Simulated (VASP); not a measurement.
Input of a VASP 6.6.1 run:

INCAR

```
SYSTEM = Ta
ALGO = Normal ; EDIFF = 1E-7
ENCUT = 520 ; GGA = PE
ISIF = 2 ; ISMEAR = -1
LASPH = .TRUE. ; LCHARG = .TRUE.
LELF = .TRUE. ; LREAL = .FALSE.
LVHAR = .TRUE. ; LWAVE = .FALSE.
NBANDS = 12 ; NELM = 80
PREC = Accurate ; SIGMA = 0.1
```

KPOINTS

```
k-points
0
G
  13 13 13
  0 0 0
```

Contents of POSCAR:

```
Ta
1.0
    2.7422183679      0.0000000000      0.0000000000
    0.0000000000      2.7422183679      0.0000000000
    0.0000000000      0.0000000000      2.7422183679
Ta
1
Direct
    0.0000000000      0.0000000000      0.0000000000
```

Potentials or basis: VASP PAW PBE potentials, release 64 (Ta_pv).

Command:

```console
$ cat potpaw_PBE.64/Ta_pv/POTCAR > POTCAR
$ mpirun -np 1 vasp_std > vasp.out
```

Q: What does it give for the pressure?

A: 0.1 GPa.
